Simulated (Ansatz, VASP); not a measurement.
# PbO in VASP and in Ansatz

Contents of POSCAR:

```
PbO
1.0
    3.9804039011      0.0000000000      0.0000000000
    0.0000000000      3.9804039011      0.0000000000
    0.0000000000      0.0000000000      5.0009129851
Pb O
2 2
Direct
    0.0000000000      0.5000000000      0.2366325612
    0.5000000000      0.0000000000      0.7633674388
    0.0000000000      0.0000000000      0.0000000000
    0.5000000000      0.5000000000      0.0000000000
```

INCAR.step1

```
SYSTEM = PbO
PREC = Accurate
ENCUT = 520
ISMEAR = 0
SIGMA = 0.01
LREAL = .FALSE.
LASPH = .TRUE.
NELM = 80
NBANDS = 28
GGA = PE
ALGO = Normal
EDIFF = 1E-4
LWAVE = .TRUE.
LCHARG = .FALSE.
```

The input INCAR.step2:

```
SYSTEM = PbO
PREC = Accurate
ENCUT = 520
EDIFF = 1E-7
ISMEAR = 0
SIGMA = 0.01
LREAL = .FALSE.
LASPH = .TRUE.
NELM = 80
ALGO = Normal
ISIF = 2
LWAVE = .FALSE.
LCHARG = .TRUE.
METAGGA = R2SCAN
LMIXTAU = .TRUE.
LELF = .TRUE.
LVHAR = .TRUE.
NBANDS = 28
ISTART = 1
```

KPOINTS

```
regular mesh
0
G
  6 6 6
  0 0 0
```

Input for Ansatz:

```yaml
crystal:
  lattice:
    - [3.9804039011, 0.0, 0.0]
    - [0.0, 3.9804039011, 0.0]
    - [0.0, 0.0, 5.0009129851]
  atoms:
    - { symbol: Pb, position: [0.0, 0.5, 0.2366325612] }
    - { symbol: Pb, position: [0.5, 0.0, 0.7633674388] }
    - { symbol: O, position: [0.0, 0.0, 0.0] }
    - { symbol: O, position: [0.5, 0.5, 0.0] }
kpoints:
  mp_grid: { grid: [6, 6, 6] }
  band_path:
    path:
      - [0.0, 0.0, 0.0]
      - [0.0, 0.5, 0.0]
      - [0.5, 0.5, 0.0]
      - [0.0, 0.0, 0.5]
      - [0.0, 0.5, 0.5]
      - [0.5, 0.5, 0.5]
      - [-0.078125, -0.072917, 0.0]
    npoints: 1
hamiltonian:
  xc: r2scan
scf:
  occupations: { method: fixed }
  n_extra_bands: 5
output:
  forces: true
  stress: true
  eigenvalues: true
```

Alike in both runs: task single point; functional r2SCAN; k mesh 6 × 6 × 6; no spin polarisation.

|  | VASP | Ansatz |
| --- | --- | --- |
| version | VASP 6.6.1 | Ansatz 0.2.0 |
| potentials or method | VASP PAW PBE potentials, release 64 (Pb_d, O) | plane waves, PAW |
| plane-wave cutoff (eV) | 520 | 500 |
| occupations | gaussian, width 0.01 eV | fixed |
| valence electrons in the cell | 40 | 40 |

VASP gave:

| Item | Value |
| --- | --- |
| gap on the k mesh at the Fermi level (eV) | 1.54 |
| pressure (GPa) | 1.7 |
| traceless stress, the component that is largest in VASP (GPa) | -0.09 |
| rms of the force components (eV/Å) | 0.039 |

Question: Which values does Ansatz return?

Answer: gap on the k mesh at the Fermi level (eV): 1.53; pressure (GPa): 1.2; traceless stress, the component that is largest in VASP (GPa): 0.02; rms of the force components (eV/Å): 0.006.

VASP's potentials were made for PBE, not for r2SCAN. Atom by atom the forces differ by 0.045 eV/Å (rms over components).

Neither program's run includes spin-orbit coupling.
